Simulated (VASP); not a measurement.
# GaN: single point with PBEsol

GaN:

```
CELL_PARAMETERS angstrom
3.24623 0.00000 0.00000
-1.62311 2.81131 0.00000
0.00000 0.00000 5.12319
ATOMIC_POSITIONS crystal
Ga 0.33333 0.66667 0.99919
Ga 0.66667 0.33333 0.49919
N 0.33333 0.66667 0.37581
N 0.66667 0.33333 0.87581
```

This cell differs from its parent crystal: in-plane strain +0.02.

```json
{
  "Program": "VASP 6.6.1",
  "Task": "single point",
  "Functional": "PBEsol",
  "Potentials or basis": "VASP PAW PBE potentials, release 64 (Ga_d, N)",
  "Cutoff": "520 eV",
  "k mesh": "8 × 8 × 4",
  "Occupations": "gaussian, width 0.01 eV",
  "Spin": "no spin polarisation"
}
```

```json
{
  "Pressure": "-4.8 GPa",
  "Largest force": "0.313 eV/Å",
  "Band gap on the k mesh": "1.72 eV, direct"
}
```

Forces in eV/Å, atoms in the order of the input:
```
Ga   0.000  0.000 -0.313
Ga   0.000  0.000 -0.313
N    0.000  0.000  0.313
N    0.000  0.000  0.313
```

Stress tensor (GPa, compression positive):
```
-8.63  0.00  0.00
 0.00 -8.63  0.00
 0.00  0.00  2.80
```

Levels at points of the mesh, in eV from the valence-band top:
| k point | band 15 | band 16 | band 17 | band 18 | band 19 | band 20 | band 21 | band 22 |
| --- | --- | --- | --- | --- | --- | --- | --- | --- |
| (0.00, 0.00, 0.00) | -1.17 | -0.04 | -0.04 | 0.00 | 1.72 | 3.73 | 9.18 | 9.38 |
| (0.50, 0.00, 0.00) | -4.20 | -2.83 | -2.22 | -0.95 | 4.64 | 5.35 | 6.07 | 8.39 |
| (0.00, 0.00, 0.50) | -0.62 | -0.62 | -0.62 | -0.62 | 3.92 | 3.92 | 8.40 | 8.40 |
| (0.50, 0.00, 0.50) | -1.97 | -1.97 | -1.78 | -1.78 | 4.26 | 4.26 | 7.60 | 7.60 |

It took 18 s on 1 thread of Intel(R) Xeon(R) 6975P-C (Granite Rapids), on a shared host, peak memory 0.17 GiB.

Caveat: the cell differs from its parent crystal (in-plane strain +0.02); the PAW data sets were made with another functional, which shifts forces and pressure a little.
